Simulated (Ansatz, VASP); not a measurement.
Given: the input of a run of VASP 6.6.1 on SiC.

Contents of INCAR:

```
PREC = Accurate
ENCUT = 600
EDIFF = 1E-6
ISMEAR = -1
SIGMA = 0.03
LREAL = False
LASPH = True
NELM = 120
ALGO = Normal
ISIF = 2
LWAVE = False
LCHARG = True
GGA = PE
LELF = True
LVHAR = True
NBANDS = 11
GGA_COMPAT = False
```

The input KPOINTS:

```
Automatic mesh
0
Gamma
  6 6 6
```

The input POSCAR:

```
SiC
1.0
    0.0000000000      2.1790000000      2.1790000000
    2.1790000000      0.0000000000      2.1790000000
    2.1790000000      2.1790000000      0.0000000000
Si C
1 1
Direct
    0.0000000000      0.0000000000      0.0000000000
    0.7500000000      0.7500000000      0.7500000000
```

Potentials or basis: VASP PAW PBE potentials, release 64 (Si, C).

Command:

```bash
$ cat potpaw_PBE.64/Si/POTCAR potpaw_PBE.64/C/POTCAR > POTCAR
$ mpirun -np 1 vasp_std > vasp.out
```

Q: Set up the same calculation for Ansatz 0.2.0. Potentials there: all-electron LAPW, scalar-relativistic.

A: As run (the cutoff follows the program's own potentials):

The input input.yaml:

```yaml
crystal:
  lattice:
    - [0.0, 2.179, 2.179]
    - [2.179, 0.0, 2.179]
    - [2.179, 2.179, 0.0]
  atoms:
    - { symbol: Si, position: [0.0, 0.0, 0.0] }
    - { symbol: C, position: [0.75, 0.75, 0.75] }
kpoints:
  mp_grid: { grid: [6, 6, 6] }
scf:
  occupations: { method: fermi_dirac, width: 0.03 }
hamiltonian:
  xc: pbe
  pseudopotentials: { kind: all_electron, lapw: { basis_error: 0.002 } }
output:
  forces: true
  stress: true
  eigenvalues: true
```

Potentials or basis: all-electron LAPW, scalar-relativistic.

Launch:

```console
$ ansatz run input.yaml --threads 1 --pin off --max-ram 3072MiB --backend cpu --events-out ev --progress --plain --runs-dir out
```

Both were run:

|  | VASP | Ansatz | Ansatz less VASP |
| --- | --- | --- | --- |
| gap on the k mesh at the Fermi level (eV) | 1.35 | 1.35 | +0.001 |
| least direct gap on the mesh (eV) | 4.54 | 4.54 | +0.004 |
| pressure (GPa) | 3.1 | 3.3 | +0.21 |

Ansatz ran all-electron here, and VASP with PAW potentials.
